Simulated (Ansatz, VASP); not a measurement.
**Sb in VASP and in Ansatz**

```
CELL_PARAMETERS angstrom
-1.88136 1.88136 1.88136
1.88136 -1.88136 1.88136
1.88136 1.88136 -1.88136
ATOMIC_POSITIONS crystal
Sb 0.00000 0.00000 0.00000
```

Alike in both runs: functional r2SCAN; k mesh 5 × 5 × 5; no spin polarisation.

Ansatz relaxed the structure, and its values are those at the end. VASP's run is a single point on that final structure, the one shown.

```csv
,VASP,Ansatz
version,VASP 6.6.1,Ansatz 0.2.0
potentials or method,"VASP PAW PBE potentials, release 64 (Sb), cutoff 550 eV",PAW plane waves
occupations,"fermi-dirac, width 0.1 eV",fermi-dirac
valence electrons in the cell,5,15
```

VASP gave:

```
gap on the k mesh at the Fermi level (eV) : none
pressure (GPa)                            : -0.1
```

Task: Which values does Ansatz return?

Result: gap on the k mesh at the Fermi level (eV): none; pressure (GPa): 0.0.

VASP's potentials were made for PBE, not for r2SCAN. A gap of «none» marks a metal or a gap that the smearing closes. VASP's potentials hold 5 valence electrons a cell and Ansatz's 15, so a difference there can come from the potentials and not from the codes.

The k mesh is coarse, so the values compare programs but aren't converged. Spin-orbit coupling is off throughout.
